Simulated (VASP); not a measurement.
# LiCl (P6_3/mmc) in VASP: further runs

The runs below take LiCl through relaxation of cell and atoms, with PBEsol, LDA.

Program: VASP 6.6.1. These are calculated values, not measurements. Logs are shortened: lines on timing, memory, paths and dates and some standing lists are left out, and cuts for length are marked.

**1. The cell of the first run**

It takes space group P6_3/mmc (No. 194, hexagonal). The conventional cell has a = 3.600 Å, b = 3.600 Å, c = 6.071 Å, α = 90.00°, β = 90.00°, γ = 120.00°. Within 3.4 Å of Li (site symmetry -3m) lie 6 Cl at 2.57 Å and 2 Li at 3.04 Å. Within 3.4 Å of Cl (site symmetry -6m2) lie 6 Li at 2.57 Å.

**2. Relaxation of cell and atoms, PBEsol**

Contents of INCAR:

```
SYSTEM = LiCl
ALGO = Normal
EDIFF = 1E-6
EDIFFG = -0.005
ENCUT = 600
GGA = PS
IBRION = 2
ISIF = 3
ISMEAR = -1
LASPH = .True.
LCHARG = .False.
LREAL = .False.
LWAVE = .False.
NELM = 100
NSW = 80
PREC = Accurate
SIGMA = 0.02
```

Contents of KPOINTS:

```
k-points
0
Gamma
  12 12 4
  0 0 0
```

Contents of POSCAR:

```
LiCl
1.0
    3.6004987331      0.0000000000      0.0000000000
   -1.8002493666      3.1181233692      0.0000000000
    0.0000000000      0.0000000000      6.0707120009
Li Cl
2 2
Direct
    0.0000000000      0.0000000000      0.0000000000
    0.0000000000      0.0000000000      0.5000000000
    0.3333333333      0.6666666667      0.2500000000
    0.6666666667      0.3333333333      0.7500000000
```

Potentials or basis: VASP PAW PBE potentials, release 64 (Li_sv, Cl).

Launch:

```
$ cat potpaw_PBE.64/Li_sv/POTCAR potpaw_PBE.64/Cl/POTCAR > POTCAR
$ mpirun -np 1 vasp_std > vasp.out
```

OUTCAR:

```text
SYSTEM = LiCl
   EDIFF = 1E-6
   EDIFFG = -0.005
   ENCUT = 600
   GGA = PS
   IBRION = 2
   ISIF = 3
   ISMEAR = -1
   LASPH = .True.
   LREAL = .False.
   NELM = 100
   NSW = 80
   PREC = Accurate

 ion  position               nearest neighbor table
   1  0.000  0.000  0.000-   3 2.57   4 2.57   4 2.57   3 2.57   4 2.57   3 2.57
   2  0.000  0.000  0.500-   3 2.57   4 2.57   4 2.57   3 2.57   4 2.57   3 2.57
   3  0.333  0.667  0.250-   1 2.57   2 2.57   1 2.57   2 2.57   1 2.57   2 2.57
   4  0.667  0.333  0.750-   1 2.57   2 2.57   1 2.57   2 2.57   1 2.57   2 2.57

  LATTYP: Found a hexagonal cell.
 ALAT       =     3.6004987331
 C/A-ratio  =     1.6860753054

  Lattice vectors:

 A1 = (   3.6004987331,   0.0000000000,   0.0000000000)
 A2 = (  -1.8002493666,   3.1181233692,   0.0000000000)
 A3 = (   0.0000000000,   0.0000000000,   6.0707120009)

Analysis of symmetry for initial positions (statically):
=====================================================================
 Subroutine PRICEL returns:
 Original cell was already a primitive cell.

 Routine SETGRP: Setting up the symmetry group for a
 hexagonal supercell.

 Subroutine GETGRP returns: Found 24 space group operations
 (whereof 12 operations were pure point group operations)
 out of a pool of 24 trial point group operations.

The static configuration has the point symmetry D_3d.
 The point group associated with its full space group is D_6h.

Analysis of symmetry for dynamics (positions and initial velocities):
=====================================================================
 Subroutine PRICEL returns:
 Original cell was already a primitive cell.

 Routine SETGRP: Setting up the symmetry group for a
 hexagonal supercell.

 Subroutine GETGRP returns: Found 24 space group operations
 (whereof 12 operations were pure point group operations)
 out of a pool of 24 trial point group operations.

The dynamic configuration has the point symmetry D_3d.
 The point group associated with its full space group is D_6h.

 Subroutine INISYM returns: Found 24 space group operations
 (whereof 12 operations are pure point group operations),
 and found     1 'primitive' translations

----------------------------------------------------------------------------------------

                                     Primitive cell

  volume of cell :      68.1547

  direct lattice vectors                    reciprocal lattice vectors
     3.600498733  0.000000000  0.000000000     0.277739301  0.160352860  0.000000000
    -1.800249367  3.118123369  0.000000000     0.000000000  0.320705720  0.000000000
     0.000000000  0.000000000  6.070712001     0.000000000  0.000000000  0.164725324

  length of vectors
     3.600498733  3.600498733  6.070712001     0.320705720  0.320705720  0.164725324

  position of ions in fractional coordinates (direct lattice)
     0.000000000  0.000000000  0.000000000
     0.000000000  0.000000000  0.500000000
     0.333333333  0.666666667  0.250000000
     0.666666667  0.333333333  0.750000000

  ion indices of the primitive-cell ions
   primitive index   ion index
                 1           1
                 2           2
                 3           3
                 4           4

----------------------------------------------------------------------------------------

 KPOINTS: k-points

Automatic generation of k-mesh.
 Grid dimensions read from file:
 generate k-points for:   12   12    4

 Generating k-lattice:

  Cartesian coordinates                     Fractional coordinates (reciprocal lattice)
     0.023144942  0.013362738  0.000000000     0.083333333  0.000000000  0.000000000
     0.000000000  0.026725477  0.000000000     0.000000000  0.083333333  0.000000000
     0.000000000  0.000000000  0.041181331     0.000000000  0.000000000  0.250000000

  Length of vectors
     0.026725477  0.026725477  0.041181331

  Shift w.r.t. Gamma in fractional coordinates (k-lattice)
     0.000000000  0.000000000  0.000000000

 Subroutine IBZKPT returns following result:
 ===========================================

 Found     57 irreducible k-points:

 Following reciprocal coordinates:
            Coordinates               Weight
  0.000000  0.000000  0.000000      1.000000
  0.083333  0.000000  0.000000      6.000000
  0.166667  0.000000  0.000000      6.000000
  0.250000  0.000000  0.000000      6.000000
  0.333333  0.000000  0.000000      6.000000
  0.416667  0.000000  0.000000      6.000000
[... 16 lines left out ...]
  0.250000  0.000000  0.250000     12.000000
  0.333333  0.000000  0.250000     12.000000
 [... further k-points ...]
   k-points           NKPTS =     57   k-points in BZ     NKDIM =     57   number of bands    NBANDS=     14
   number of dos      NEDOS =    301   number of ions     NIONS =      4
   total plane-waves  NPLWV =  43200
   dimension x,y,z NGX =    30 NGY =   30 NGZ =   48
   dimension x,y,z NGXF=    60 NGYF=   60 NGZF=   96
   ions per type =               2   2
   NGX,Y,Z   is equivalent  to a cutoff of  13.85, 13.85, 13.14 a.u.
   NGXF,Y,Z  is equivalent  to a cutoff of  27.70, 27.70, 26.29 a.u.
 SYSTEM =  LiCl
   PREC   = accura    normal or accurate (medium, high low for compatibility)
   ISTART =      0    job   : 0-new  1-cont  2-samecut
   ICHARG =      2    charge: 1-file 2-atom 10-const
   ISPIN  =      1    spin polarized calculation?
   LNONCOLLINEAR =      F non collinear calculations
   LSORBIT =      F    spin-orbit coupling
   LASPH  =      T    aspherical Exc in radial PAW
   ENCUT  =  600.0 eV  44.10 Ry    6.64 a.u.   7.19  7.19 12.12*2*pi/ulx,y,z
   NELM   =    100;   NELMIN=  2; NELMDL= -5     # of ELM steps
   EDIFF  = 0.1E-05   stopping-criterion for ELM
   LREAL  =      F    real-space projection
   EDIFFG = -.5E-02   stopping-criterion for IOM
   NSW    =     80    number of steps for IOM
   IBRION =      2    ionic relax: 0-MD 1-quasi-New 2-CG
   NFREE  =      1    steps in history (QN), initial steepest desc. (CG)
   ISIF   =      3    stress and relaxation
   ISYM   =      2    0-nonsym 1-usesym 2-fastsym
   POTIM  = 0.5000    time-step for ionic-motion
   TEBEG  =    0.0;   TEEND  =   0.0 temperature during run
   PSTRESS=    0.0 pullay stress
   NELECT =      20.0000    total number of electrons
   NUPDOWN=      -1.0000    fix difference up-down
   EMIN   =  10.00;   EMAX   =-10.00  energy-range for DOS
   EFERMI =   0.00;   METHOD = LEGACY
   ISMEAR =    -1;   SIGMA  =   0.02  broadening in eV -4-tet -1-fermi 0-gaus
   EFERMI_NEDOS =   21; number of points for ismear=-14 and -15
   IALGO  =     38    algorithm
   IMIX   =      4    mixing-type and parameters
     AMIX     =   0.40;   BMIX     =  1.00
     AMIX_MAG =   1.60;   BMIX_MAG =  1.00
  volume/ion in A,a.u.               =      17.04       114.98
  Fermi-wavevector in a.u.,A,eV,Ry     =   1.087893  2.055820 16.102656  1.183512
  Thomas-Fermi vector in A             =   2.224063
   LORBIT       =      0    0 simple, 1 ext, 2 COOP (PROOUT), +10 PAW based schemes
   GGA     = PS    functional components
   LHFCALC =     F    Hartree Fock is set to
   AEXX    =    0.0000 exact exchange contribution
   IVDW    =     0    specifies the selected vdW correction
   LEPSILON=     F    determine dielectric tensor
   LRPA    =     F    only Hartree local field effects (RPA)
 conjugate gradient relaxation of ions
 non-spin polarized calculation
  energy-cutoff  :      600.00
  volume of cell :       68.15
 maximum number of plane-waves:      2307
 NGX is ok and might be reduce to    30
   NGX = 15   NGY = 15   NGZ = 25

--------------------------------------- Ionic step        1  -------------------------------------------

 number of electron      19.9999999 magnetization

 Free energy of the ion-electron system (eV)
  ---------------------------------------------------
  ext. energy  EPLUGINS =         0.00000000
  ---------------------------------------------------
  free energy    TOTEN  =       -15.20328300 eV

  energy without entropy =      -15.20328300  energy(sigma->0) =      -15.20328300

 E-fermi :   0.9670     XC(G=0):  -8.8634

 val. band max:        0.5046250440   @ k =   0.0833   0.0000   0.0000
 cond. band min:       6.5385863174   @ k =   0.0000   0.0000   0.0000
 fundamental gap:      6.0339612733
 Fermi energy:         0.9670333049

 k-point     1 :       0.0000    0.0000    0.0000
  band No.  band energies     occupation
      1     -42.4026      2.00000
      2     -42.3948      2.00000
      3     -12.9073      2.00000
      4     -12.3978      2.00000
      5      -2.4021      2.00000
      6       0.2945      2.00000
      7       0.2945      2.00000
      8       0.3264      2.00000
      9       0.5010      2.00000
     10       0.5010      2.00000
     11       6.5386      0.00000
     12       7.0505      0.00000
     13      10.6821      0.00000
     14      10.6821      0.00000
[... 502 lines left out ...]
  energy  without entropy=      -15.2217962858  energy(sigma->0) =      -15.22179629

--------------------------------------- Ionic step        4  -------------------------------------------

 number of electron      19.9999994 magnetization

 Free energy of the ion-electron system (eV)
  ---------------------------------------------------
  ext. energy  EPLUGINS =         0.00000000
  ---------------------------------------------------
  free energy    TOTEN  =       -15.22182462 eV

  energy without entropy =      -15.22182462  energy(sigma->0) =      -15.22182462

 E-fermi :   1.4681     XC(G=0):  -9.0908

 val. band max:        0.9103797822   @ k =   0.0833   0.0000   0.0000
 cond. band min:       7.2374409236   @ k =   0.0000   0.0000   0.0000
 fundamental gap:      6.3270611413
 Fermi energy:         1.4681035012

 k-point     1 :       0.0000    0.0000    0.0000
  band No.  band energies     occupation
      1     -41.9159      2.00000
      2     -41.9063      2.00000
      3     -12.6979      2.00000
      4     -12.1264      2.00000
      5      -2.2219      2.00000
      6       0.6822      2.00000
      7       0.6822      2.00000
      8       0.7094      2.00000
      9       0.9060      2.00000
     10       0.9060      2.00000
     11       7.2374      0.00000
     12       7.5284      0.00000
     13      11.1450      0.00000
     14      11.1450      0.00000
[... 422 lines left out ...]
  FREE ENERGIE OF THE ION-ELECTRON SYSTEM (eV)
  ---------------------------------------------------
  free  energy   TOTEN  =       -15.2218246200 eV

  energy  without entropy=      -15.2218246200  energy(sigma->0) =      -15.22182462

 reached required accuracy - stopping structural energy minimisation
```

Wall time 3 min (1 thread of Intel Xeon 8259CL, shared host); peak memory 0.23 GiB.

What came out:

* Free energy: -15.2218 eV
* Relaxed volume: 16.18 Å³/atom
* Relaxed cell: a = 3.537 Å, b = 3.537 Å, c = 5.972 Å, α = 90.00°, β = 90.00°, γ = 120.00°
* Space group after relaxing (to 0.1 Å): P6_3/mmc (No. 194)
* Energy gained by relaxing: 4.6 meV/atom
* Ionic steps: 4
* Pressure after relaxing: 0.0 GPa
* Band gap on the k mesh: 6.33 eV

The path:
```tsv
step	energy change (eV)	largest force (eV/Å)	pressure (GPa)	volume (Å³)
1	0.0000	0.0000	-1.64	68.15
2	-0.0136	0.0000	-0.88	66.45
3	-0.0185	0.0000	-0.07	64.84
4	-0.0185	0.0000	-0.03	64.71
```

Final structure:
```
Li Cl
1.0
     3.53704    0.00000    0.00000
    -1.76852    3.06316    0.00000
     0.00000    0.00000    5.97221
Li Cl
2 2
Direct
  0.00000 0.00000 0.00000
  0.00000 0.00000 0.50000
  0.33333 0.66667 0.25000
  0.66667 0.33333 0.75000
```

Levels at points of the mesh, in eV from the valence-band top:
```csv
k point,band 6,band 7,band 8,band 9,band 10,band 11,band 12,band 13,band 14
"(0.00, 0.00, 0.00)",-0.23,-0.23,-0.20,0.00,0.00,6.33,6.62,10.23,10.23
"(0.50, 0.00, 0.00)",-2.74,-2.07,-1.16,-0.83,-0.33,6.98,8.03,8.78,9.45
"(0.00, 0.00, 0.50)",-1.86,-0.11,-0.11,-0.11,-0.11,7.13,7.13,10.43,10.43
"(0.50, 0.00, 0.50)",-3.13,-1.01,-1.01,-0.78,-0.78,7.43,7.43,8.50,8.50
```

Caveat: the cutoff is under 1.25 times the usual one of these potentials, so pressure, stress and relaxed cells hold a basis-set (Pulay) error; the PAW data sets were made with another functional, which shifts forces and pressure a little. A k mesh can miss the band edges.

**3. Relaxation of cell and atoms, LDA**

Contents of INCAR:

```
SYSTEM = LiCl
PREC = Accurate
ENCUT = 600
EDIFF = 1E-7
ISMEAR = -1
SIGMA = 0.02
LREAL = .FALSE.
LASPH = .TRUE.
NELM = 60
ALGO = Normal
ISIF = 3
LWAVE = .FALSE.
LCHARG = .FALSE.
GGA = CA
IBRION = 2
NSW = 80
EDIFFG = -0.005
```

Contents of KPOINTS:

```
regular mesh
0
G
  12 12 4
  0 0 0
```

POSCAR is that of step 2.

Potentials or basis: VASP PAW LDA potentials, release 64 (Li_sv, Cl).

Launch:

```
$ cat potpaw_LDA.64/Li_sv/POTCAR potpaw_LDA.64/Cl/POTCAR > POTCAR
$ mpirun -np 1 vasp_std > vasp.out
```

It took 6.2 min on 1 thread of Intel Xeon 8259CL, shared host; peak memory 0.2 GiB.

Results (log left out):

```yaml
Free_energy: -16.1418 eV
Relaxed_volume: 15.24 Å³/atom
Relaxed_cell: a = 3.470 Å, b = 3.470 Å, c = 5.843 Å, α = 90.00°, β = 90.00°, γ = 120.00°
Space_group_after_relaxing_to_0.1_Å: P6_3/mmc (No. 194)
Energy_gained_by_relaxing: 22.6 meV/atom
Ionic_steps: 9
Pressure_after_relaxing: 0.0 GPa
Band_gap_on_the_k_mesh: 6.54 eV (least direct gap 6.55 eV)
```

Step by step:
| step | energy change (eV) | largest force (eV/Å) | pressure (GPa) | volume (Å³) |
| --- | --- | --- | --- | --- |
| 1 | 0.0000 | 0.0000 | -3.61 | 68.15 |
| 2 | -0.0667 | 0.0000 | -2.04 | 64.43 |
| 3 | -0.0899 | 0.0000 | -0.23 | 61.27 |
| 4 | -0.0902 | 0.0000 | 0.02 | 60.90 |
| 5 | -0.0901 | 0.0000 | -0.07 | 61.04 |
| 6 | -0.0902 | 0.0000 | -0.07 | 61.04 |
| 7 | -0.0902 | 0.0000 | -0.07 | 61.03 |
| 8 | -0.0902 | 0.0000 | -0.07 | 61.03 |
| 9 | -0.0902 | 0.0000 | -0.01 | 60.94 |

Final structure:
```
Li Cl
1.0
     3.47029    0.00000    0.00000
    -1.73515    3.00536    0.00000
     0.00000    0.00000    5.84312
Li Cl
2 2
Direct
  0.00000 0.00000 0.00000
  0.00000 0.00000 0.50000
  0.33333 0.66667 0.25000
  0.66667 0.33333 0.75000
```

Levels at points of the mesh, in eV from the valence-band top:
```
           k point  band 7  band 8  band 9  band 10  band 11  band 12  band 13  band 14
(0.00, 0.00, 0.00)   -0.25   -0.20   -0.01    -0.01     6.54     6.59    10.11    10.11
(0.50, 0.00, 0.00)   -2.30   -1.30   -0.91    -0.35     6.90     7.90     8.82     9.28
(0.00, 0.00, 0.50)   -0.13   -0.13   -0.13    -0.13     7.22     7.22    10.29    10.29
(0.50, 0.00, 0.50)   -1.11   -1.11   -0.87    -0.87     7.41     7.41     8.34     8.34
```

Caveat: the cutoff is under 1.25 times the usual one of these potentials, so pressure, stress and relaxed cells hold a basis-set (Pulay) error.
